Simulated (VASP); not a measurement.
Here is a VASP 6.6.1 calculation.

Contents of INCAR:

```
ALGO = Normal
EDIFF = 1E-7
ENCUT = 520
GGA = PE
ISIF = 2
ISMEAR = 0
ISPIN = 2
LASPH = True
LCHARG = False
LMAXMIX = 4
LORBIT = 11
LREAL = False
LWAVE = False
MAGMOM = 0 0 1 0 0 0
NBANDS = 30
NELM = 150
PREC = Accurate
SIGMA = 0.1
```

KPOINTS

```
k-points
0
Gamma
  6 6 2
```

File POSCAR:

```
Al2RuCN2
1.0
    3.0729315900      0.0000000000      0.0000000000
    0.0000000000      3.0729315900      0.0000000000
    0.0000000000      0.0000000000      8.4158584000
Al Ru C N
2 1 1 2
Direct
    0.5000000000      0.0000000000      0.7961770300
    0.0000000000      0.5000000000      0.2038229700
    0.5000000000      0.5000000000      0.0000000000
    0.0000000000      0.0000000000      0.0000000000
    0.5000000000      0.0000000000      0.3395209900
    0.0000000000      0.5000000000      0.6604790100
```

Potentials or basis: VASP PAW PBE potentials, release 64 (Al, Ru_pv, C, N).

Command:

```console
$ cat potpaw_PBE.64/Al/POTCAR potpaw_PBE.64/Ru_pv/POTCAR potpaw_PBE.64/C/POTCAR potpaw_PBE.64/N/POTCAR > POTCAR
$ mpirun -np 1 vasp_std > vasp.out
```

(1) What does it give for the net moment?

(2) Predict the largest force.

(3) What does it give for the band gap on the k mesh?

(4) What does it give for the pressure?

Results:

(1) 0.00 μB per cell.

(2) 6.515 eV/Å.

(3) zero (filled and empty bands overlap).

(4) -5.5 GPa.

Caveat: the k points lie up to 0.37 Å⁻¹ apart, too coarse for converged energies and pressures of a metal; forces of over 1 eV/Å act on the atoms, so gaps and moduli don't describe the material at rest.
